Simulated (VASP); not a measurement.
# Si (Fd-3m) in VASP: a series of runs, part 2 of 2

VASP 6.6.1. Earlier steps stand in the parts before.

## (5) Single point, PBE (volume scaled by 1.025)

The input, INCAR:

```
SYSTEM = Si
  ALGO = Normal
  EDIFF = 1E-6
  ENCUT = 520
  GGA = PE
  ISIF = 2
  ISMEAR = -1
  LASPH = .True.
  LCHARG = .True.
  LELF = .True.
  LREAL = .False.
  LVHAR = .True.
  LWAVE = .False.
  NBANDS = 11
  NELM = 60
  PREC = Accurate
  SIGMA = 0.08
```

The input, KPOINTS:

```
k-points
0
Gamma
  12 12 12
  0 0 0
```

The input, POSCAR:

```
Si
1.0
    0.0000000000      2.7379129186      2.7379129186
    2.7379129186      0.0000000000      2.7379129186
    2.7379129186      2.7379129186      0.0000000000
Si
2
Direct
    0.5000000000      0.5000000000      0.5000000000
    0.7500000000      0.7500000000      0.7500000000
```

Potentials or basis: VASP PAW PBE potentials, release 64 (Si).

The run is started by

```sh
cat potpaw_PBE.64/Si/POTCAR > POTCAR
mpirun -np 1 vasp_std > vasp.out
```

OUTCAR:

```text
SYSTEM = Si
   EDIFF = 1E-6
   ENCUT = 520
   GGA = PE
   ISIF = 2
   ISMEAR = -1
   LASPH = .True.
   LREAL = .False.
   NELM = 60
   PREC = Accurate

 ion  position               nearest neighbor table
   1  0.500  0.500  0.500-   2 2.37   2 2.37   2 2.37   2 2.37
   2  0.750  0.750  0.750-   1 2.37   1 2.37   1 2.37   1 2.37

  LATTYP: Found a face centered cubic cell.
 ALAT       =     5.4758258372

  Lattice vectors:

 A1 = (   0.0000000000,   2.7379129186,   2.7379129186)
 A2 = (   2.7379129186,   0.0000000000,   2.7379129186)
 A3 = (   2.7379129186,   2.7379129186,   0.0000000000)

Analysis of symmetry for initial positions (statically):
=====================================================================
 Subroutine PRICEL returns:
 Original cell was already a primitive cell.

 Routine SETGRP: Setting up the symmetry group for a
 face centered cubic supercell.

 Subroutine GETGRP returns: Found 48 space group operations
 (whereof 24 operations were pure point group operations)
 out of a pool of 48 trial point group operations.

The static configuration has the point symmetry T_d .
 The point group associated with its full space group is O_h .

Analysis of symmetry for dynamics (positions and initial velocities):
=====================================================================
 Subroutine PRICEL returns:
 Original cell was already a primitive cell.

 Routine SETGRP: Setting up the symmetry group for a
 face centered cubic supercell.

 Subroutine GETGRP returns: Found 48 space group operations
 (whereof 24 operations were pure point group operations)
 out of a pool of 48 trial point group operations.

The dynamic configuration has the point symmetry T_d .
 The point group associated with its full space group is O_h .

 Subroutine INISYM returns: Found 48 space group operations
 (whereof 24 operations are pure point group operations),
 and found     1 'primitive' translations

----------------------------------------------------------------------------------------

                                     Primitive cell

  volume of cell :      41.0477

  direct lattice vectors                    reciprocal lattice vectors
     0.000000000  2.737912919  2.737912919    -0.182620856  0.182620856  0.182620856
     2.737912919  0.000000000  2.737912919     0.182620856 -0.182620856  0.182620856
     2.737912919  2.737912919  0.000000000     0.182620856  0.182620856 -0.182620856

  length of vectors
     3.871993582  3.871993582  3.871993582     0.316308601  0.316308601  0.316308601

  position of ions in fractional coordinates (direct lattice)
     0.500000000  0.500000000  0.500000000
     0.750000000  0.750000000  0.750000000

  ion indices of the primitive-cell ions
   primitive index   ion index
                 1           1
                 2           2

----------------------------------------------------------------------------------------

 KPOINTS: k-points

Automatic generation of k-mesh.
 Grid dimensions read from file:
[... 24 lines left out ...]
  0.166667  0.000000  0.000000      8.000000
  0.250000  0.000000  0.000000      8.000000
  0.333333  0.000000  0.000000      8.000000
  0.416667  0.000000  0.000000      8.000000
[... 16 lines left out ...]
  0.500000  0.166667  0.000000     24.000000
 -0.416667  0.166667  0.000000     24.000000
 [... further k-points ...]
   k-points           NKPTS =     72   k-points in BZ     NKDIM =     72   number of bands    NBANDS=     11
   number of dos      NEDOS =    301   number of ions     NIONS =      2
   total plane-waves  NPLWV =  27000
   dimension x,y,z NGX =    30 NGY =   30 NGZ =   30
   dimension x,y,z NGXF=    60 NGYF=   60 NGZF=   60
   ions per type =               2
   NGX,Y,Z   is equivalent  to a cutoff of  12.88, 12.88, 12.88 a.u.
   NGXF,Y,Z  is equivalent  to a cutoff of  25.76, 25.76, 25.76 a.u.
 SYSTEM =  Si
   PREC   = accura    normal or accurate (medium, high low for compatibility)
   ISTART =      0    job   : 0-new  1-cont  2-samecut
   ICHARG =      2    charge: 1-file 2-atom 10-const
   ISPIN  =      1    spin polarized calculation?
   LNONCOLLINEAR =      F non collinear calculations
   LSORBIT =      F    spin-orbit coupling
   LASPH  =      T    aspherical Exc in radial PAW
   ENCUT  =  520.0 eV  38.22 Ry    6.18 a.u.   7.20  7.20  7.20*2*pi/ulx,y,z
   NELM   =     60;   NELMIN=  2; NELMDL= -5     # of ELM steps
   EDIFF  = 0.1E-05   stopping-criterion for ELM
   LREAL  =      F    real-space projection
   EDIFFG = 0.1E-04   stopping-criterion for IOM
   NSW    =      0    number of steps for IOM
   IBRION =     -1    ionic relax: 0-MD 1-quasi-New 2-CG
   NFREE  =      0    steps in history (QN), initial steepest desc. (CG)
   ISIF   =      2    stress and relaxation
   ISYM   =      2    0-nonsym 1-usesym 2-fastsym
   POTIM  = 0.5000    time-step for ionic-motion
   TEBEG  =    0.0;   TEEND  =   0.0 temperature during run
   PSTRESS=    0.0 pullay stress
   NELECT =       8.0000    total number of electrons
   NUPDOWN=      -1.0000    fix difference up-down
   EMIN   =  10.00;   EMAX   =-10.00  energy-range for DOS
   EFERMI =   0.00;   METHOD = LEGACY
   ISMEAR =    -1;   SIGMA  =   0.08  broadening in eV -4-tet -1-fermi 0-gaus
   EFERMI_NEDOS =   21; number of points for ismear=-14 and -15
   IALGO  =     38    algorithm
   IMIX   =      4    mixing-type and parameters
     AMIX     =   0.40;   BMIX     =  1.00
     AMIX_MAG =   1.60;   BMIX_MAG =  1.00
  volume/ion in A,a.u.               =      20.52       138.50
  Fermi-wavevector in a.u.,A,eV,Ry     =   0.949165  1.793662 12.257690  0.900915
  Thomas-Fermi vector in A             =   2.077422
   LORBIT       =      0    0 simple, 1 ext, 2 COOP (PROOUT), +10 PAW based schemes
   GGA     = PE    functional components
   LHFCALC =     F    Hartree Fock is set to
   AEXX    =    0.0000 exact exchange contribution
   IVDW    =     0    specifies the selected vdW correction
   LEPSILON=     F    determine dielectric tensor
   LRPA    =     F    only Hartree local field effects (RPA)
 non-spin polarized calculation
  energy-cutoff  :      520.00
  volume of cell :       41.05
 maximum number of plane-waves:      1125
 NGX is ok and might be reduce to    30
   NGX = 15   NGY = 15   NGZ = 15

 number of electron       8.0000001 magnetization

 Free energy of the ion-electron system (eV)
  ---------------------------------------------------
  ext. energy  EPLUGINS =         0.00000000
  ---------------------------------------------------
  free energy    TOTEN  =       -10.84965143 eV

  energy without entropy =      -10.84942185  energy(sigma->0) =      -10.84953664

 E-fermi :   5.8791     XC(G=0):  -9.3125

 val. band max:        5.5769803145   @ k =   0.0000   0.0000   0.0000
 cond. band min:       6.1940977547   @ k =   0.4167   0.4167   0.0000
 fundamental gap:      0.6171174403
 Fermi energy:         5.8790873625

 k-point     1 :       0.0000    0.0000    0.0000
  band No.  band energies     occupation
      1      -6.2113      2.00000
      2       5.5770      1.95521
      3       5.5770      1.95521
      4       5.5770      1.95521
      5       8.1325      0.00000
      6       8.1325      0.00000
      7       8.1325      0.00000
      8       8.6665      0.00000
      9      13.2844      0.00000
     10      13.2844      0.00000
     11      13.4390      0.00000
[... 309 lines left out ...]
 k-point    24 :      -0.4167    0.1667    0.0000
  band No.  band energies     occupation
      1      -3.6729      2.00000
      2      -1.0866      2.00000
      3       2.6465      2.00000
      4       4.0212      2.00000
      5       7.7495      0.00000
      6       9.5895      0.00000
      7       9.9572      0.00000
      8      13.4587      0.00000
      9      14.0217      0.00000
     10      14.3025      0.00000
     11      16.6278      0.00000

 [... further k-points ...]

------------------------ aborting loop because EDIFF is reached ----------------------------------------

  FORCE on cell =-STRESS in cart. coord.  units (eV):
  Direction    XX          YY          ZZ          XY          YZ          ZX
  --------------------------------------------------------------------------------------
  -------------------------------------------------------------------------------------
  Total       -0.0888089     -0.0888089     -0.0888089      0.0000000      0.0000000     -0.0000000
  in kB       -3.4663972     -3.4663972     -3.4663972      0.0000000      0.0000000     -0.0000000
  external PRESSURE =      -3.4663972 kB  Pullay stress =       0.0000000 kB

 VOLUME and BASIS-vectors are now :
 -----------------------------------------------------------------------------
  energy-cutoff  :      520.00
  volume of cell :       41.05
      direct lattice vectors                 reciprocal lattice vectors
     0.000000000  2.737912919  2.737912919    -0.182620856  0.182620856  0.182620856
     2.737912919  0.000000000  2.737912919     0.182620856 -0.182620856  0.182620856
     2.737912919  2.737912919  0.000000000     0.182620856  0.182620856 -0.182620856

 POSITION                                       TOTAL-FORCE (eV/Angst)
 -----------------------------------------------------------------------------------
      2.73791      2.73791      2.73791         0.000000     -0.000000      0.000000
      4.10687      4.10687      4.10687        -0.000000      0.000000     -0.000000
 -----------------------------------------------------------------------------------
    total drift:                                0.000000     -0.000000     -0.000000

  FREE ENERGIE OF THE ION-ELECTRON SYSTEM (eV)
  ---------------------------------------------------
  free  energy   TOTEN  =       -10.8496514334 eV

  energy  without entropy=      -10.8494218484  energy(sigma->0) =      -10.84953664
```

OSZICAR:

```text
N       E                     dE             d eps       ncg     rms          rms(c)
DAV:   1     0.786169991673E+01    0.78617E+01   -0.32171E+03  1584   0.582E+02
DAV:   2    -0.104453409239E+02   -0.18307E+02   -0.17588E+02  2104   0.853E+01
DAV:   3    -0.110108772484E+02   -0.56554E+00   -0.56391E+00  2032   0.131E+01
DAV:   4    -0.110154778190E+02   -0.46006E-02   -0.46000E-02  1857   0.147E+00
DAV:   5    -0.110155262372E+02   -0.48418E-04   -0.48417E-04  2030   0.144E-01    0.472E+00
DAV:   6    -0.109012463688E+02    0.11428E+00   -0.63778E-02  1799   0.104E+00    0.287E+00
DAV:   7    -0.108481407816E+02    0.53106E-01   -0.12551E-01  1813   0.157E+00    0.164E-01
DAV:   8    -0.108494133891E+02   -0.12726E-02   -0.57039E-03  1802   0.403E-01    0.791E-02
DAV:   9    -0.108496263478E+02   -0.21296E-03   -0.20686E-04  1991   0.871E-02    0.582E-02
DAV:  10    -0.108496508015E+02   -0.24454E-04   -0.21271E-05  1901   0.266E-02    0.525E-03
DAV:  11    -0.108496514334E+02   -0.63198E-06   -0.20120E-06  1940   0.736E-03
   1 F= -.10849651E+02 E0= -.10849537E+02  d E =-.229585E-03
```

stdout:

```text
POSCAR found type information on POSCAR Si
 POSCAR found :  1 types and       2 ions
 scaLAPACK will be used
 LDA part: xc-table for (Slater+PW92), standard interpolation
 POSCAR, INCAR and KPOINTS ok, starting setup
 FFT: planning ... GRIDC
 FFT: planning ... GRID_SOFT
 FFT: planning ... GRID
 WAVECAR not read
 entering main loop
```

Run time: 16 s. Hardware: 1 thread of AMD EPYC 9R45 (Zen 5), shared host; peak memory 0.14 GiB.

Results:

| Quantity | Value |
| --- | --- |
| Free energy | -10.8497 eV |
| Pressure | -0.3 GPa |
| Band gap on the k mesh | 0.62 eV, indirect (least direct gap 2.56 eV) |

 A k mesh can miss the band edges.

## (6) The runs side by side

```tsv
cell	gap on the mesh (eV)	pressure (GPa)
a = 3.775 Å, angles 60.0°, 2 atoms	0.48	7.5
a = 3.808 Å, angles 60.0°, 2 atoms	0.53	4.5
a = 3.840 Å, angles 60.0°, 2 atoms	0.57	1.9
a = 3.872 Å, angles 60.0°, 2 atoms	0.62	-0.3
```

Alike in all rows: task single point; level PBE; potentials or basis VASP PAW PBE potentials, release 64 (Si); no spin polarisation; k mesh 12 × 12 × 12; cutoff (eV) 520; smearing fermi-dirac 0.08 eV.

Total energies depend on the potentials used, so only differences within one code and one set of settings carry meaning.
